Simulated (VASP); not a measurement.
Wanted: the native input for a VASP 6.6.1 run.

- Task: single point
- Functional: PBEsol
- Potentials or basis: VASP PAW PBE potentials, release 64 (Te, Cd)
- Cutoff: 520 eV
- k mesh: 6 × 6 × 1
- Occupations: gaussian, width 0.05 eV
- Spin: no spin polarisation
- Dipole correction: yes
- Further INCAR settings: ALGO = Normal; EDIFF = 1e-06; NBANDS = 36

The structure of CdTe lies in POSCAR:

```
CdTe
1.0
    4.5886584790      0.0000000000      0.0000000000
   -2.2943292395      3.9738948121      0.0000000000
    0.0000000000      0.0000000000     13.4299039080
Te Cd
3 3
Direct
    0.0000000000      0.0000000000      0.1861517415
    0.3333333333      0.6666666667      0.4651279713
    0.6666666667      0.3333333333      0.7441042011
    0.3333333333      0.6666666667      0.2558957989
    0.6666666667      0.3333333333      0.5348720287
    0.0000000000      0.0000000000      0.8138482585
```

These files were run (other wordings do the same):

INCAR

```
SYSTEM = CdTe
  ALGO = Normal
  DIPOL = 0.5 0.5 0.500
  EDIFF = 1E-6
  ENCUT = 520
  GGA = PS
  IDIPOL = 3
  ISIF = 2
  ISMEAR = 0
  LASPH = .True.
  LCHARG = .False.
  LDIPOL = .True.
  LREAL = .False.
  LWAVE = .False.
  NBANDS = 36
  NELM = 60
  PREC = Accurate
  SIGMA = 0.05
```

KPOINTS

```
k-points
0
Gamma
  6 6 1
  0 0 0
```

Potentials or basis: VASP PAW PBE potentials, release 64 (Te, Cd).

Run with:

```sh
$ cat potpaw_PBE.64/Te/POTCAR potpaw_PBE.64/Cd/POTCAR > POTCAR
$ mpirun -np 1 vasp_std > vasp.out
```

It gave:

| Property | Result |
| --- | --- |
| Largest force | 0.863 eV/Å |
| Band gap on the k mesh | zero (filled and empty bands touch) |

Caveat: the k points lie up to 0.47 Å⁻¹ apart; the PAW data sets were made with another functional, which shifts forces and pressure a little; spin-orbit coupling is left out, which moves the levels of the heavy elements.

It took 2.4 min on 1 thread of Intel Xeon 8259CL, with other jobs on the host, peak memory 0.37 GiB.
